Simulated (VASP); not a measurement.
A run of VASP 6.6.1:

POSCAR

```
SiC
1.0
    0.0000000000      2.2870522348      2.2870522348
    2.2870522348      0.0000000000      2.2870522348
    2.2870522348      2.2870522348      0.0000000000
Si C
1 1
Direct
    0.0000000000      0.0000000000      0.0000000000
    0.7500000000      0.7500000000      0.7500000000
```

The input INCAR.step1:

```
PREC = Accurate
ENCUT = 520
ISMEAR = 0
SIGMA = 0.05
LREAL = False
LASPH = True
NELM = 80
NBANDS = 11
GGA = PE
ALGO = Normal
EDIFF = 1E-4
LWAVE = True
LCHARG = False
```

Contents of INCAR.step2:

```
PREC = Accurate
ENCUT = 520
EDIFF = 1E-6
ISMEAR = 0
SIGMA = 0.05
LREAL = False
LASPH = True
NELM = 80
ALGO = Normal
ISIF = 2
LWAVE = False
LCHARG = False
METAGGA = R2SCAN
LMIXTAU = True
NBANDS = 11
ISTART = 1
```

The input KPOINTS:

```
regular mesh
0
Gamma
  10 10 10
```

Potentials or basis: VASP PAW PBE potentials, release 64 (Si, C).

Command:

```bash
$ cat potpaw_PBE.64/Si/POTCAR potpaw_PBE.64/C/POTCAR > POTCAR
$ cp INCAR.step1 INCAR
$ mpirun -np 1 vasp_std > vasp.out
$ cp INCAR.step2 INCAR
$ mpirun -np 1 vasp_std > vasp.out
```

Hardware: 1 thread of Intel Xeon 8259CL, with other jobs on the host.

Estimate the wall time of this run.

Wall time 31 s on 1 thread of Intel Xeon 8259CL, with other jobs on the host, peak memory 0.14 GiB. Counts: k points 47.
